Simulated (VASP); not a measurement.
# SiSe3Br: single point with PBE

Crystal: SiSe3Br.

```xyz
5
Lattice="3.3316 5.7704 0.0000 -3.3316 5.7704 0.0000 0.0000 0.0000 6.7190" Properties=species:S:1:pos:R:3 pbc="T T T"
Br   -0.0003    3.8471    3.3588
Si    0.0000    0.0000    2.2723
Se   -2.1992    3.8091    1.5724
Se    1.1324    1.9614    1.5724
Se    1.0668    5.7704    1.5724
```

```json
{
 "Program": "VASP 6.6.1",
 "Task": "single point",
 "Functional": "PBE",
 "Potentials or basis": "VASP PAW PBE potentials, release 64 (Br, Si, Se)",
 "Cutoff": "500 eV",
 "k mesh": "3 × 3 × 3",
 "Occupations": "gaussian, width 0.0675 eV",
 "Spin": "no spin polarisation"
}
```

```json
{"Pressure": "-2.0 GPa", "Largest force": "1.973 eV/Å", "Band gap on the k mesh": "zero (an odd number of electrons rules out a gap without spin polarisation)"}
```

Forces in eV/Å, atoms in the order of the input:
```
Br  -0.002  0.001  0.512
Si   0.000  0.001 -1.973
Se  -1.160  1.184  0.488
Se  -0.445 -1.599  0.486
Se   1.607  0.413  0.487
```

Stress tensor (GPa, compression positive):
```
-2.80  0.00  0.00
 0.00 -2.80  0.00
 0.00  0.00 -0.38
```

Levels at points of the mesh, in eV from the Fermi level:
| k point | band 10 | band 11 | band 12 | band 13 | band 14 | band 15 | band 16 | band 17 | band 18 | band 19 |
| --- | --- | --- | --- | --- | --- | --- | --- | --- | --- | --- |
| (0.00, 0.00, 0.00) | -2.78 | -2.23 | -0.61 | -0.61 | -0.36 | 0.05 | 0.05 | 0.35 | 3.75 | 4.42 |

Run time: 100 s on 1 thread of Intel Xeon 6975P-C (shared host), peak memory 0.38 GiB.

Caveat: the k points lie up to 0.36 Å⁻¹ apart, too coarse for converged energies and pressures of a metal; an odd number of electrons without spin polarisation forces a metal; a magnetic or distorted state may lie lower.
